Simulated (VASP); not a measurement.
Set up this calculation in VASP 6.6.1, as the native input.

| Item | Value |
| --- | --- |
| Task | single point |
| Functional | PBE |
| Dispersion | D3(BJ) |
| Potentials or basis | VASP PAW PBE potentials, release 64 (As, In_d, H) |
| Cutoff | 520 eV |
| k mesh | 6 × 6 × 1 |
| Occupations | gaussian, width 0.1 eV |
| Spin | no spin polarisation |
| Dipole correction | yes |
| Further INCAR settings | ALGO = Normal; EDIFF = 1e-06; NBANDS = 26 |

The structure of In2As2H lies in POSCAR:

```
In2As2H
1.0
    4.3220706691      0.0000000000      0.0000000000
   -2.1610353346      3.7430229964      0.0000000000
    0.0000000000      0.0000000000     21.7386927198
As In H
2 2 1
Direct
    0.0000000000      0.0000000000      0.1840037049
    0.3333333333      0.6666666667      0.3557112058
    0.3333333333      0.6666666667      0.2245875152
    0.6666666667      0.3333333333      0.3881876812
    1.3333333333      0.6666666667      0.5399907378
```

The input as run:

INCAR

```
PREC = Accurate ; ENCUT = 520
EDIFF = 1E-6 ; ISMEAR = 0
SIGMA = 0.1 ; LREAL = False
LASPH = True ; NELM = 60
ALGO = Normal ; ISIF = 2
LWAVE = False ; LCHARG = False
LDIPOL = True ; IDIPOL = 3
DIPOL = 0.5 0.5 0.338 ; GGA = PE
IVDW = 12 ; NBANDS = 26
```

KPOINTS

```
regular mesh
0
Gamma
  6 6 1
```

Potentials or basis: VASP PAW PBE potentials, release 64 (As, In_d, H).

Run with:

```console
$ cat potpaw_PBE.64/As/POTCAR potpaw_PBE.64/In_d/POTCAR potpaw_PBE.64/H/POTCAR > POTCAR
$ mpirun -np 1 vasp_std > vasp.out
```

It gave:

```
Largest force              : 0.323 eV/Å
Band gap on the k mesh     : zero (an odd number of electrons rules out a gap without spin polarisation)
Dispersion energy per atom : -0.173 eV
```

Caveat: spin-orbit coupling is left out, which moves the levels of the heavy elements.

Run time: 84 s on 1 thread of Intel(R) Xeon(R) 6975P-C (Granite Rapids) (shared host), peak memory 0.41 GiB.
